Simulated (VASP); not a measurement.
# MgO (Fm-3m) in VASP: further runs

MgO is run at these levels: PBE; tasks: single point, relaxation of cell and atoms.

Everything below comes from runs of VASP 6.6.1. Logs are shortened: lines on timing, memory, paths and dates and some standing lists are left out, and cuts for length are marked.

## 1. The cell of the first run

Symmetry: Fm-3m, No. 225, cubic system. The conventional cell has a = 4.253 Å, b = 4.253 Å, c = 4.253 Å, α = 90.00°, β = 90.00°, γ = 90.00°. Within 2.8 Å of Mg (site symmetry m-3m) lie 6 O at 2.13 Å. O (site symmetry m-3m) has 6 Mg at 2.13 Å within 2.8 Å.

## 2. Single point, PBE

Input file INCAR:

```
ALGO = Normal
EDIFF = 1E-6
ENCUT = 600
GGA = PE
GGA_COMPAT = F
ISIF = 2
ISMEAR = 0
LASPH = T
LCHARG = F
LREAL = F
LWAVE = F
NBANDS = 11
NELM = 120
PREC = Accurate
SIGMA = 0.1
```

Input file KPOINTS:

```
k-points
0
Gamma
  8 8 8
```

Input file POSCAR:

```
MgO
1.0
    0.0000000000      2.1266795356      2.1266795356
    2.1266795356      0.0000000000      2.1266795356
    2.1266795356      2.1266795356      0.0000000000
Mg O
1 1
Direct
    0.0000000000      0.0000000000      0.0000000000
    0.5000000000      0.5000000000      0.5000000000
```

Potentials or basis: VASP PAW PBE potentials, release 64 (Mg, O).

On the command line:

```sh
$ cat potpaw_PBE.64/Mg/POTCAR potpaw_PBE.64/O/POTCAR > POTCAR
$ mpirun -np 1 vasp_std > vasp.out
```

OUTCAR:

```text
EDIFF = 1E-6
   ENCUT = 600
   GGA = PE
   ISIF = 2
   ISMEAR = 0
   LASPH = T
   LREAL = F
   NELM = 120
   PREC = Accurate

 ion  position               nearest neighbor table
   1  0.000  0.000  0.000-   2 2.13   2 2.13   2 2.13   2 2.13   2 2.13   2 2.13
   2  0.500  0.500  0.500-   1 2.13   1 2.13   1 2.13   1 2.13   1 2.13   1 2.13

  LATTYP: Found a face centered cubic cell.
 ALAT       =     4.2533590712

  Lattice vectors:

 A1 = (   0.0000000000,   2.1266795356,   2.1266795356)
 A2 = (   2.1266795356,   0.0000000000,   2.1266795356)
 A3 = (   2.1266795356,   2.1266795356,   0.0000000000)

Analysis of symmetry for initial positions (statically):
=====================================================================
 Subroutine PRICEL returns:
 Original cell was already a primitive cell.

 Routine SETGRP: Setting up the symmetry group for a
 face centered cubic supercell.

 Subroutine GETGRP returns: Found 48 space group operations
 (whereof 48 operations were pure point group operations)
 out of a pool of 48 trial point group operations.

The static configuration has the point symmetry O_h .

Analysis of symmetry for dynamics (positions and initial velocities):
=====================================================================
 Subroutine PRICEL returns:
 Original cell was already a primitive cell.

 Routine SETGRP: Setting up the symmetry group for a
 face centered cubic supercell.

 Subroutine GETGRP returns: Found 48 space group operations
 (whereof 48 operations were pure point group operations)
 out of a pool of 48 trial point group operations.

The dynamic configuration has the point symmetry O_h .

 Subroutine INISYM returns: Found 48 space group operations
 (whereof 48 operations are pure point group operations),
 and found     1 'primitive' translations

----------------------------------------------------------------------------------------

                                     Primitive cell

  volume of cell :      19.2369

  direct lattice vectors                    reciprocal lattice vectors
     0.000000000  2.126679536  2.126679536    -0.235108295  0.235108295  0.235108295
     2.126679536  0.000000000  2.126679536     0.235108295 -0.235108295  0.235108295
     2.126679536  2.126679536  0.000000000     0.235108295  0.235108295 -0.235108295

  length of vectors
     3.007579042  3.007579042  3.007579042     0.407219513  0.407219513  0.407219513

  position of ions in fractional coordinates (direct lattice)
     0.000000000  0.000000000  0.000000000
     0.500000000  0.500000000  0.500000000

  ion indices of the primitive-cell ions
[... 79 lines left out ...]
   IBRION =     -1    ionic relax: 0-MD 1-quasi-New 2-CG
   NFREE  =      0    steps in history (QN), initial steepest desc. (CG)
   ISIF   =      2    stress and relaxation
   ISYM   =      2    0-nonsym 1-usesym 2-fastsym
   POTIM  = 0.5000    time-step for ionic-motion
   TEBEG  =    0.0;   TEEND  =   0.0 temperature during run
   PSTRESS=    0.0 pullay stress
   NELECT =       8.0000    total number of electrons
   NUPDOWN=      -1.0000    fix difference up-down
   EMIN   =  10.00;   EMAX   =-10.00  energy-range for DOS
   EFERMI =   0.00;   METHOD = LEGACY
   ISMEAR =     0;   SIGMA  =   0.10  broadening in eV -4-tet -1-fermi 0-gaus
   EFERMI_NEDOS =   21; number of points for ismear=-14 and -15
   IALGO  =     38    algorithm
   IMIX   =      4    mixing-type and parameters
     AMIX     =   0.40;   BMIX     =  1.00
     AMIX_MAG =   1.60;   BMIX_MAG =  1.00
  volume/ion in A,a.u.               =       9.62        64.91
  Fermi-wavevector in a.u.,A,eV,Ry     =   1.221967  2.309183 20.316262  1.493203
  Thomas-Fermi vector in A             =   2.357130
   LORBIT       =      0    0 simple, 1 ext, 2 COOP (PROOUT), +10 PAW based schemes
   GGA     = PE    functional components
   LHFCALC =     F    Hartree Fock is set to
   AEXX    =    0.0000 exact exchange contribution
   IVDW    =     0    specifies the selected vdW correction
   LEPSILON=     F    determine dielectric tensor
   LRPA    =     F    only Hartree local field effects (RPA)
 non-spin polarized calculation
 Gauss-broadening in eV      SIGMA  =   0.10
  energy-cutoff  :      600.00
  volume of cell :       19.24
 maximum number of plane-waves:       660
   NGX = 13   NGY = 13   NGZ = 13

 number of electron       8.0000004 magnetization

 Free energy of the ion-electron system (eV)
  ---------------------------------------------------
  ext. energy  EPLUGINS =         0.00000000
  ---------------------------------------------------
  free energy    TOTEN  =       -11.91482238 eV

  energy without entropy =      -11.91482238  energy(sigma->0) =      -11.91482238

 E-fermi :   3.5211     XC(G=0): -10.9408

 val. band max:        2.9688968911   @ k =   0.0000   0.0000   0.0000
 cond. band min:       7.4165351396   @ k =   0.0000   0.0000   0.0000
 fundamental gap:      4.4476382485
 Fermi energy:         3.5211048409

 k-point     1 :       0.0000    0.0000    0.0000
  band No.  band energies     occupation
      1     -14.1464      2.00000
      2       2.9689      2.00000
      3       2.9689      2.00000
      4       2.9689      2.00000
      5       7.4165      0.00000
      6      18.6044      0.00000
      7      18.6044      0.00000
      8      18.6044      0.00000
      9      22.4428      0.00000
     10      24.1855      0.00000
     11      24.1855      0.00000
[... 309 lines left out ...]
 k-point    24 :      -0.3750    0.2500    0.1250
  band No.  band energies     occupation
      1     -12.7916      2.00000
      2      -0.9180      2.00000
      3       1.0991      2.00000
      4       2.0211      2.00000
      5      12.4351      0.00000
      6      14.8830      0.00000
      7      16.1542      0.00000
      8      19.5115      0.00000
      9      23.1525      0.00000
     10      24.6559      0.00000
     11      28.6628      0.00000

 [... further k-points ...]
[... 5 lines left out ...]
  --------------------------------------------------------------------------------------
  -------------------------------------------------------------------------------------
  Total       -0.1176297     -0.1176297     -0.1176297      0.0000000      0.0000000      0.0000000
  in kB       -9.7969584     -9.7969584     -9.7969584      0.0000000      0.0000000      0.0000000
  external PRESSURE =      -9.7969584 kB  Pullay stress =       0.0000000 kB

 VOLUME and BASIS-vectors are now :
 -----------------------------------------------------------------------------
  energy-cutoff  :      600.00
  volume of cell :       19.24
      direct lattice vectors                 reciprocal lattice vectors
     0.000000000  2.126679536  2.126679536    -0.235108295  0.235108295  0.235108295
     2.126679536  0.000000000  2.126679536     0.235108295 -0.235108295  0.235108295
     2.126679536  2.126679536  0.000000000     0.235108295  0.235108295 -0.235108295

 POSITION                                       TOTAL-FORCE (eV/Angst)
 -----------------------------------------------------------------------------------
      0.00000      0.00000      0.00000         0.000000     -0.000000      0.000000
      2.12668      2.12668      2.12668         0.000000      0.000000     -0.000000
 -----------------------------------------------------------------------------------
    total drift:                               -0.000000     -0.000000      0.000000

  FREE ENERGIE OF THE ION-ELECTRON SYSTEM (eV)
  ---------------------------------------------------
  free  energy   TOTEN  =       -11.9148223767 eV

  energy  without entropy=      -11.9148223767  energy(sigma->0) =      -11.91482238
```

Run time: 5 s. Hardware: 1 thread of AMD EPYC 7R13 (Zen 3), shared host; peak memory 0.11 GiB.

Results:

```yaml
Free_energy: -11.9148 eV
Pressure: -1.0 GPa
Band_gap_on_the_k_mesh: 4.45 eV
```

Levels at points of the mesh, in eV from the valence-band top:
```tsv
k point	band 1	band 2	band 3	band 4	band 5	band 6	band 7	band 8
(0.00, 0.00, 0.00)	-17.12	0.00	0.00	0.00	4.45	15.64	15.64	15.64
(0.50, 0.00, 0.00)	-15.90	-4.49	-0.62	-0.62	7.71	12.27	16.01	16.01
(0.50, 0.50, 0.00)	-15.66	-3.96	-1.31	-1.31	9.08	9.66	12.79	18.53
```

## 3. Relaxation of cell and atoms, PBE

This run uses another cell than the first one, of 9.22 Å³/atom.

Input file INCAR:

```
SYSTEM = MgO
  PREC = Accurate
  ENCUT = 600
  EDIFF = 1E-7
  ISMEAR = 0
  SIGMA = 0.1
  LREAL = .False.
  LASPH = .True.
  NELM = 120
  ALGO = Normal
  ISIF = 3
  LWAVE = .False.
  LCHARG = .False.
  GGA = PE
  IBRION = 2
  NSW = 60
  EDIFFG = -0.04
  GGA_COMPAT = .False.
  NELMIN = 4
```

Input file KPOINTS:

```
Automatic mesh
0
Gamma
  8 8 8
  0 0 0
```

Input file POSCAR:

```
MgO
1.0
    0.0000000000      2.0970013100      2.0970013100
    2.0970013100      0.0000000000      2.0970013100
    2.0970013100      2.0970013100      0.0000000000
Mg O
1 1
Direct
    0.0000000000      0.0000000000      0.0000000000
    0.5000000000      0.5000000000      0.5000000000
```

Potentials or basis: VASP PAW PBE potentials, release 64 (Mg, O).

On the command line:

```sh
$ cat potpaw_PBE.64/Mg/POTCAR potpaw_PBE.64/O/POTCAR > POTCAR
$ mpirun -np 1 vasp_std > vasp.out
```

Wall time 9.8 s (1 thread of AMD EPYC 7R13 (Zen 3), shared host); peak memory 0.12 GiB.

Results (log left out):

| Quantity | Value |
| --- | --- |
| Free energy | -11.9133 eV |
| Relaxed volume | 9.56 Å³/atom |
| Relaxed cell | a = 3.002 Å, b = 3.002 Å, c = 3.002 Å, α = 60.00°, β = 60.00°, γ = 60.00° |
| Space group after relaxing (to 0.1 Å) | Fm-3m (No. 225) |
| Energy gained by relaxing | 6.1 meV/atom |
| Ionic steps | 3 |
| Pressure after relaxing | 0.0 GPa |
| Band gap on the k mesh | 4.50 eV |

Step by step:
```csv
step,energy change (eV),largest force (eV/Å),pressure (GPa),volume (Å³)
1,0.0000,0.0000,5.93,18.44
2,-0.0108,0.0000,-1.87,19.37
3,-0.0122,0.0000,0.01,19.12
```

Final structure:
```
CELL_PARAMETERS angstrom
0.00000 2.12251 2.12251
2.12251 0.00000 2.12251
2.12251 2.12251 0.00000
ATOMIC_POSITIONS crystal
Mg 0.00000 0.00000 0.00000
O 0.50000 0.50000 0.50000
```

Levels at points of the mesh, in eV from the valence-band top:
| k point | band 1 | band 2 | band 3 | band 4 | band 5 | band 6 | band 7 | band 8 |
| --- | --- | --- | --- | --- | --- | --- | --- | --- |
| (0.00, 0.00, 0.00) | -17.14 | 0.00 | 0.00 | 0.00 | 4.50 | 15.67 | 15.67 | 15.67 |
| (0.50, 0.00, 0.00) | -15.92 | -4.51 | -0.63 | -0.63 | 7.75 | 12.34 | 16.07 | 16.07 |
| (0.50, 0.50, 0.00) | -15.67 | -3.99 | -1.32 | -1.32 | 9.09 | 9.72 | 12.85 | 18.62 |
